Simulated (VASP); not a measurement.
# TiC (I4/mmm) in VASP: a series of runs

Runs on TiC. Level: PBEsol. Tasks: single point.

Everything below comes from runs of VASP 6.6.1. Logs are shortened: lines on timing, memory, paths and dates and some standing lists are left out, and cuts for length are marked.

## Step 1: The cell of the first run

The structure is tetragonal, space group I4/mmm (No. 139). The conventional cell has a = 3.408 Å, b = 3.408 Å, c = 3.407 Å, α = 90.00°, β = 90.00°, γ = 90.00°. Ti (site symmetry 4/mmm) has 2 C at 1.70 Å within 2.3 Å. Within 2.3 Å of C (site symmetry 4/mmm) lie 2 Ti at 1.70 Å.

## Step 2: Single point, PBEsol

File INCAR:

```
PREC     = Accurate       # precision mode
ENCUT    = 520            # plane-wave cutoff, eV
EDIFF    = 1E-6           # SCF threshold, eV
ISMEAR   = 0              # smearing method
SIGMA    = 0.15           # smearing width, eV
LREAL    = F              # projectors in reciprocal space
LASPH    = T              # aspherical terms in the spheres
NELM     = 100            # most SCF steps
ALGO     = Normal         # electronic algorithm
ISIF     = 2              # what is computed and relaxed
LWAVE    = F              # write WAVECAR
LCHARG   = F              # write CHGCAR
GGA      = PS             # functional
NBANDS   = 15             # bands
```

File KPOINTS:

```
Automatic mesh
0
Gamma
  26 26 26
```

File POSCAR:

```
TiC
1.0
    0.0000000000      2.4096942704      1.7036538491
    2.4096942704      0.0000000000      1.7036538491
    2.4096942704      2.4096942704      0.0000000000
Ti C
1 1
Direct
    0.0000000000      0.0000000000      0.0000000000
    0.5000000000      0.5000000000      0.5000000000
```

Potentials or basis: VASP PAW PBE potentials, release 64 (Ti_sv, C).

On the command line:

```bash
cat potpaw_PBE.64/Ti_sv/POTCAR potpaw_PBE.64/C/POTCAR > POTCAR
mpirun -np 1 vasp_std > vasp.out
```

OUTCAR:

```text
PREC = Accurate
   ENCUT = 520
   EDIFF = 1E-6
   ISMEAR = 0
   LREAL = F
   LASPH = T
   NELM = 100
   ISIF = 2
   GGA = PS

 ion  position               nearest neighbor table
   1  0.000  0.000  0.000-   2 1.70   2 1.70   2 2.41   2 2.41   2 2.41   2 2.41
   2  0.500  0.500  0.500-   1 1.70   1 1.70   1 2.41   1 2.41   1 2.41   1 2.41

  LATTYP: Found a body centered tetragonal cell.
 ALAT       =     3.4078223184
 C/A-ratio  =     0.9998489886

  Lattice vectors:

 A1 = (   0.0000000000,  -2.4096942704,  -1.7036538491)
 A2 = (   0.0000000000,   2.4096942704,  -1.7036538491)
 A3 = (   2.4096942704,   0.0000000000,   1.7036538491)

Analysis of symmetry for initial positions (statically):
=====================================================================
 Subroutine PRICEL returns:
 Original cell was already a primitive cell.

 Routine SETGRP: Setting up the symmetry group for a
 body centered tetragonal supercell.

 Subroutine GETGRP returns: Found 16 space group operations
 (whereof 16 operations were pure point group operations)
 out of a pool of 16 trial point group operations.

The static configuration has the point symmetry D_4h.

Analysis of symmetry for dynamics (positions and initial velocities):
=====================================================================
 Subroutine PRICEL returns:
 Original cell was already a primitive cell.

 Routine SETGRP: Setting up the symmetry group for a
 body centered tetragonal supercell.

 Subroutine GETGRP returns: Found 16 space group operations
 (whereof 16 operations were pure point group operations)
 out of a pool of 16 trial point group operations.

The dynamic configuration has the point symmetry D_4h.

 Subroutine INISYM returns: Found 16 space group operations
 (whereof 16 operations are pure point group operations),
 and found     1 'primitive' translations

----------------------------------------------------------------------------------------

                                     Primitive cell

  volume of cell :      19.7850

  direct lattice vectors                    reciprocal lattice vectors
     0.000000000  2.409694270  1.703653849    -0.207495202  0.207495202  0.293486849
     2.409694270  0.000000000  1.703653849     0.207495202 -0.207495202  0.293486849
     2.409694270  2.409694270  0.000000000     0.207495202  0.207495202 -0.293486849

  length of vectors
     2.951112149  2.951112149  3.407822318     0.415021745  0.415021745  0.415021745

  position of ions in fractional coordinates (direct lattice)
     0.000000000  0.000000000  0.000000000
     0.500000000  0.500000000  0.500000000

  ion indices of the primitive-cell ions
   primitive index   ion index
                 1           1
                 2           2

----------------------------------------------------------------------------------------

 KPOINTS: Automatic mesh

Automatic generation of k-mesh.
 Grid dimensions read from file:
 generate k-points for:   26   26   26

 Generating k-lattice:

  Cartesian coordinates                     Fractional coordinates (reciprocal lattice)
    -0.007980585  0.007980585  0.011287956     0.038461538  0.000000000  0.000000000
     0.007980585 -0.007980585  0.011287956     0.000000000  0.038461538  0.000000000
     0.007980585  0.007980585 -0.011287956    -0.000000000 -0.000000000  0.038461538

  Length of vectors
     0.015962375  0.015962375  0.015962375

  Shift w.r.t. Gamma in fractional coordinates (k-lattice)
     0.000000000  0.000000000  0.000000000

 Subroutine IBZKPT returns following result:
 ===========================================

 Found   1330 irreducible k-points:

 Following reciprocal coordinates:
            Coordinates               Weight
  0.000000  0.000000  0.000000      1.000000
  0.038462  0.000000  0.000000      8.000000
  0.076923  0.000000  0.000000      8.000000
  0.115385  0.000000  0.000000      8.000000
  0.153846  0.000000  0.000000      8.000000
  0.192308  0.000000  0.000000      8.000000
[... 16 lines left out ...]
  0.346154  0.038462  0.000000      8.000000
  0.384615  0.038462  0.000000      8.000000
 [... further k-points ...]
   k-points           NKPTS =   1330   k-points in BZ     NKDIM =   1330   number of bands    NBANDS=     15
   number of dos      NEDOS =    301   number of ions     NIONS =      2
   total plane-waves  NPLWV =  16128
   dimension x,y,z NGX =    24 NGY =   24 NGZ =   28
   dimension x,y,z NGXF=    48 NGYF=   48 NGZF=   56
   ions per type =               1   1
   NGX,Y,Z   is equivalent  to a cutoff of  13.52, 13.52, 13.66 a.u.
   NGXF,Y,Z  is equivalent  to a cutoff of  27.04, 27.04, 27.32 a.u.
 SYSTEM =  unknown system
   PREC   = accura    normal or accurate (medium, high low for compatibility)
   ISTART =      0    job   : 0-new  1-cont  2-samecut
   ICHARG =      2    charge: 1-file 2-atom 10-const
   ISPIN  =      1    spin polarized calculation?
   LNONCOLLINEAR =      F non collinear calculations
   LSORBIT =      F    spin-orbit coupling
   LASPH  =      T    aspherical Exc in radial PAW
   ENCUT  =  520.0 eV  38.22 Ry    6.18 a.u.   5.49  5.49  6.34*2*pi/ulx,y,z
   NELM   =    100;   NELMIN=  2; NELMDL= -5     # of ELM steps
   EDIFF  = 0.1E-05   stopping-criterion for ELM
   LREAL  =      F    real-space projection
   EDIFFG = 0.1E-04   stopping-criterion for IOM
   NSW    =      0    number of steps for IOM
   IBRION =     -1    ionic relax: 0-MD 1-quasi-New 2-CG
   NFREE  =      0    steps in history (QN), initial steepest desc. (CG)
   ISIF   =      2    stress and relaxation
   ISYM   =      2    0-nonsym 1-usesym 2-fastsym
   POTIM  = 0.5000    time-step for ionic-motion
   TEBEG  =    0.0;   TEEND  =   0.0 temperature during run
   PSTRESS=    0.0 pullay stress
   NELECT =      16.0000    total number of electrons
   NUPDOWN=      -1.0000    fix difference up-down
   EMIN   =  10.00;   EMAX   =-10.00  energy-range for DOS
   EFERMI =   0.00;   METHOD = LEGACY
   ISMEAR =     0;   SIGMA  =   0.15  broadening in eV -4-tet -1-fermi 0-gaus
   EFERMI_NEDOS =   21; number of points for ismear=-14 and -15
   IALGO  =     38    algorithm
   IMIX   =      4    mixing-type and parameters
     AMIX     =   0.40;   BMIX     =  1.00
     AMIX_MAG =   1.60;   BMIX_MAG =  1.00
  volume/ion in A,a.u.               =       9.89        66.76
  Fermi-wavevector in a.u.,A,eV,Ry     =   1.525234  2.882274 31.651750  2.326338
  Thomas-Fermi vector in A             =   2.633432
   LORBIT       =      0    0 simple, 1 ext, 2 COOP (PROOUT), +10 PAW based schemes
   GGA     = PS    functional components
   LHFCALC =     F    Hartree Fock is set to
   AEXX    =    0.0000 exact exchange contribution
   IVDW    =     0    specifies the selected vdW correction
   LEPSILON=     F    determine dielectric tensor
   LRPA    =     F    only Hartree local field effects (RPA)
 non-spin polarized calculation
 Gauss-broadening in eV      SIGMA  =   0.15
  energy-cutoff  :      520.00
  volume of cell :       19.78
 maximum number of plane-waves:       555
 NGX is ok and might be reduce to    24
   NGX = 11   NGY = 11   NGZ = 13

 number of electron      15.9999999 magnetization

 Free energy of the ion-electron system (eV)
  ---------------------------------------------------
  ext. energy  EPLUGINS =         0.00000000
  ---------------------------------------------------
  free energy    TOTEN  =       -16.60834167 eV

  energy without entropy =      -16.60173769  energy(sigma->0) =      -16.60503968

 E-fermi :   9.8102     XC(G=0): -12.7903

 val. band max:        9.8098572896   @ k =  -0.0769   0.1154   0.0769
 cond. band min:       9.8102467977   @ k =  -0.3077   0.4231   0.1154
 fundamental gap:      0.0003895081
 Fermi energy:         9.8101668067

 k-point     1 :       0.0000    0.0000    0.0000
  band No.  band energies     occupation
      1     -46.2679      2.00000
      2     -22.8684      2.00000
      3     -22.3729      2.00000
      4     -22.3729      2.00000
      5      -2.8939      2.00000
      6       9.6963      1.71697
      7      10.0183      0.04969
      8      10.0183      0.04969
      9      10.2305      0.00007
     10      10.6057      0.00000
     11      10.6057      0.00000
     12      12.3259      0.00000
     13      13.5736      0.00000
     14      23.7039      0.00000
     15      25.2240      0.00000

 k-point     2 :       0.0385    0.0000    0.0000
  band No.  band energies     occupation
      1     -46.2665      2.00000
      2     -22.8725      2.00000
      3     -22.3769      2.00000
      4     -22.3753      2.00000
      5      -2.8522      2.00000
      6       9.3845      1.99994
      7       9.6215      1.92475
      8       9.8539      0.67980
      9      10.1924      0.00031
     10      11.0437      0.00000
     11      11.1077      0.00000
     12      12.3327      0.00000
     13      13.5661      0.00000
     14      23.7549      0.00000
     15      25.1462      0.00000

 k-point     3 :       0.0769    0.0000    0.0000
  band No.  band energies     occupation
      1     -46.2627      2.00000
      2     -22.8855      2.00000
      3     -22.3883      2.00000
      4     -22.3826      2.00000
      5      -2.7283      2.00000
      6       8.7502      2.00000
      7       9.0143      2.00000
      8       9.7305      1.54754
      9      10.2915      0.00001
     10      11.6319      0.00000
     11      11.8147      0.00000
     12      12.3855      0.00000
     13      13.5756      0.00000
     14      23.8839      0.00000
     15      24.9213      0.00000
[... 343 lines left out ...]
 k-point    23 :       0.3462    0.0385    0.0000
  band No.  band energies     occupation
      1     -46.1962      2.00000
      2     -23.1930      2.00000
      3     -22.5075      2.00000
      4     -22.4788      2.00000
      5       0.2368      2.00000
      6       5.0269      2.00000
      7       5.9308      2.00000
      8       6.2756      2.00000
      9      11.7771      0.00000
     10      12.5003      0.00000
     11      14.3579      0.00000
     12      16.7738      0.00000
     13      17.5618      0.00000
     14      19.9771      0.00000
     15      23.7457      0.00000

 k-point    24 :       0.3846    0.0385    0.0000
  band No.  band energies     occupation
      1     -46.1879      2.00000
      2     -23.2345      2.00000
      3     -22.5227      2.00000
      4     -22.4841      2.00000
      5       0.7827      2.00000
      6       4.5690      2.00000
      7       5.7334      2.00000
      8       5.8851      2.00000
      9      11.8229      0.00000
     10      12.8852      0.00000
     11      14.7654      0.00000
     12      17.1692      0.00000
     13      17.8208      0.00000
     14      19.4771      0.00000
     15      23.0644      0.00000

 [... further k-points ...]

------------------------ aborting loop because EDIFF is reached ----------------------------------------

  FORCE on cell =-STRESS in cart. coord.  units (eV):
  Direction    XX          YY          ZZ          XY          YZ          ZX
  --------------------------------------------------------------------------------------
  -------------------------------------------------------------------------------------
  Total       -3.2639182     -3.2639182     27.7004860      0.0000000      0.0000000      0.0000000
  in kB     -264.3106144   -264.3106144   2243.1727798      0.0000000      0.0000000      0.0000000
  external PRESSURE =     571.5171837 kB  Pullay stress =       0.0000000 kB

 VOLUME and BASIS-vectors are now :
 -----------------------------------------------------------------------------
  energy-cutoff  :      520.00
  volume of cell :       19.78
      direct lattice vectors                 reciprocal lattice vectors
     0.000000000  2.409694270  1.703653849    -0.207495202  0.207495202  0.293486849
     2.409694270  0.000000000  1.703653849     0.207495202 -0.207495202  0.293486849
     2.409694270  2.409694270  0.000000000     0.207495202  0.207495202 -0.293486849

 POSITION                                       TOTAL-FORCE (eV/Angst)
 -----------------------------------------------------------------------------------
      0.00000      0.00000      0.00000        -0.000000      0.000000      0.000000
      2.40969      2.40969      1.70365         0.000000     -0.000000      0.000000
 -----------------------------------------------------------------------------------
    total drift:                                0.000000     -0.000000     -0.000000

  FREE ENERGIE OF THE ION-ELECTRON SYSTEM (eV)
  ---------------------------------------------------
  free  energy   TOTEN  =       -16.6083416717 eV

  energy  without entropy=      -16.6017376867  energy(sigma->0) =      -16.60503968
```

Run time: 4.6 min. Hardware: 1 thread of Intel Xeon Platinum 8488C (Sapphire Rapids), shared host; peak memory 0.49 GiB.

What came out:

```yaml
Free_energy: -16.6083 eV
Pressure: 57.2 GPa
Band_gap_on_the_k_mesh: zero (bands 8 and 9 overlap by 2.77 eV)
```

Levels at points of the mesh, in eV from the Fermi level:
```tsv
k point	band 4	band 5	band 6	band 7	band 8	band 9	band 10	band 11	band 12	band 13
(0.00, 0.00, 0.00)	-32.18	-12.70	-0.11	0.21	0.21	0.42	0.80	0.80	2.52	3.76
(0.50, 0.00, 0.00)	-32.30	-8.02	-6.28	-4.34	-4.25	2.31	3.73	5.83	7.22	7.84
(0.50, 0.50, 0.00)	-32.58	-10.65	-2.31	-1.89	-1.89	0.60	3.23	3.23	3.48	8.55
(0.50, 0.00, 0.50)	-32.18	-11.00	-4.64	-1.12	0.33	1.32	2.62	2.81	3.59	5.97
```

Caveat: the stress differs along the axes, from -26 to 224 GPa; the PAW data sets were made with another functional, which shifts forces and pressure a little.

(Part 1 of 2 ends here.)
